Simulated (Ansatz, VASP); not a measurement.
## AgI: VASP beside Ansatz

INCAR

```
ALGO = Normal
EDIFF = 1E-6
ENCUT = 500
GGA = PE
GGA_COMPAT = F
ISIF = 2
ISMEAR = 0
LASPH = T
LCHARG = F
LREAL = F
LWAVE = F
NBANDS = 16
NELM = 120
PREC = Accurate
SIGMA = 0.05
```

The input KPOINTS:

```
k-points
0
Gamma
  10 10 10
```

File POSCAR:

```
AgI
1.0
    0.0000000000      3.2680742655      3.2680742655
    3.2680742655      0.0000000000      3.2680742655
    3.2680742655      3.2680742655      0.0000000000
Ag I
1 1
Direct
    0.0000000000      0.0000000000      0.0000000000
    0.7500000000      0.7500000000      0.7500000000
```

Input for Ansatz:

```yaml
crystal:
  lattice:
    - [0.0, 3.2680742655, 3.2680742655]
    - [3.2680742655, 0.0, 3.2680742655]
    - [3.2680742655, 3.2680742655, 0.0]
  atoms:
    - { symbol: Ag, position: [0.0, 0.0, 0.0] }
    - { symbol: I, position: [0.75, 0.75, 0.75] }
basis:
  ecutwfc: 420
  ecutrho_ratio: 4
kpoints:
  mp_grid: { grid: [10, 10, 10] }
hamiltonian:
  xc: pbe
scf:
  occupations: { method: gaussian, width: 0.05 }
output:
  forces: true
  stress: true
  eigenvalues: true
```

Alike in both runs: task single point; functional PBE; k mesh 10 × 10 × 10; occupations gaussian, width 0.05 eV; no spin polarisation.

```csv
,VASP,Ansatz
version,VASP 6.6.1,Ansatz 0.2.0
potentials or method,"VASP PAW PBE potentials, release 64 (Ag, I), cutoff 500 eV","scalar-relativistic, plane waves, PAW"
valence electrons in the cell,18,36
```

|  | VASP | Ansatz | Ansatz less VASP |
| --- | --- | --- | --- |
| gap on the k mesh at the Fermi level (eV) | 1.34 | 1.34 | -0.003 |
| least direct gap on the mesh (eV) | 1.34 | 1.34 | -0.003 |
| pressure (GPa) | 1.2 | 1.2 | +0.04 |

VASP's potentials hold 18 valence electrons a cell and Ansatz's 36, so a difference there can come from the potentials and not from the codes.

Spin-orbit coupling is off throughout.
